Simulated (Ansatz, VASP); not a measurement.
# MoS2 in VASP and in Ansatz

```
Mo S
1.0
     3.18999    0.00000    0.00000
    -1.59499    2.76261    0.00000
     0.00000    0.00000   12.40562
Mo S
2 4
Direct
  0.66667 0.33333 0.75000
  0.33333 0.66667 0.25000
  0.66667 0.33333 0.37700
  0.33333 0.66667 0.87700
  0.66667 0.33333 0.12300
  0.33333 0.66667 0.62300
```

Change from the starting cell: volume scaled by 1.02.

Alike in both runs: task single point; functional PBEsol; k mesh 10 × 10 × 3; occupations fermi-dirac, width 0.05 eV; no spin polarisation.

|  | VASP | Ansatz |
| --- | --- | --- |
| version | VASP 6.6.1 | Ansatz 0.2.0 |
| potentials or method | VASP PAW PBE potentials, release 64 (Mo_sv, S), cutoff 520 eV | all-electron LAPW, scalar-relativistic |

```tsv
	VASP	Ansatz	Ansatz less VASP
gap on the k mesh at the Fermi level (eV)	0.92	0.90	-0.012
least direct gap on the mesh (eV)	1.82	1.82	-0.003
pressure (GPa)	-5.7	-5.7	+0.03
traceless stress, the component that is largest in VASP (GPa)	0.37	0.38	+0.008
rms of the force components (eV/Å)	0.289	0.290	+0.0009
```

VASP's potentials were made for PBE, not for PBEsol. Atom by atom the forces differ by 0.001 eV/Å (rms over components). Ansatz ran all-electron here, and VASP with PAW potentials.
